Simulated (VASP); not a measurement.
A run of VASP 6.6.1:

Contents of INCAR:

```
SYSTEM = HPt6
PREC = Accurate ; ENCUT = 520
EDIFF = 1E-7 ; ISMEAR = 0
SIGMA = 0.1 ; LREAL = .FALSE.
LASPH = .TRUE. ; NELM = 100
ALGO = Normal ; ISIF = 2
LWAVE = .FALSE. ; LCHARG = .TRUE.
LDIPOL = .TRUE. ; IDIPOL = 3
DIPOL = 0.5 0.5 0.302 ; GGA = PE
LELF = .TRUE. ; LVHAR = .TRUE.
LVACPOTAV = .TRUE. ; NBANDS = 74
```

KPOINTS

```
regular mesh
0
G
  6 6 1
  0 0 0
```

File POSCAR:

```
HPt6
1.0
    5.6143281343      0.0000000000      0.0000000000
   -2.8071640672      4.8621507895      0.0000000000
    0.0000000000      0.0000000000     22.6192653717
Pt H
12 2
Direct
    0.3333333333      0.1666666667      0.1768404028
    0.3333333333      0.6666666667      0.1768404028
    0.8333333333      0.1666666667      0.1768404028
    0.8333333333      0.6666666667      0.1768404028
    0.1666666667      0.3333333333      0.2789526245
    0.1666666667      0.8333333333      0.2789526245
    0.6666666667      0.3333333333      0.2789526245
    0.6666666667      0.8333333333      0.2789526245
    0.0000000000      0.0000000000      0.3810585901
    0.0000000000      0.5000000000      0.3810585901
    0.5000000000      0.0000000000      0.3810585901
    0.5000000000      0.5000000000      0.3810585901
    0.1350817212      0.2701634424      0.4433948321
    0.3649182788      0.7298365576      0.4433948321
```

Potentials or basis: VASP PAW PBE potentials, release 64 (Pt, H).

Launch:

```bash
$ cat potpaw_PBE.64/Pt/POTCAR potpaw_PBE.64/H/POTCAR > POTCAR
$ mpirun -np 1 vasp_std > vasp.out
```

Hardware: 1 thread of Intel(R) Xeon(R) 6975P-C (Granite Rapids) (shared host).

Problem. Estimate the wall time of this run.

Solution. It took 20 min on 1 thread of Intel(R) Xeon(R) 6975P-C (Granite Rapids) (shared host), peak memory 0.86 GiB. Counts: scf iterations 38, k points 13.
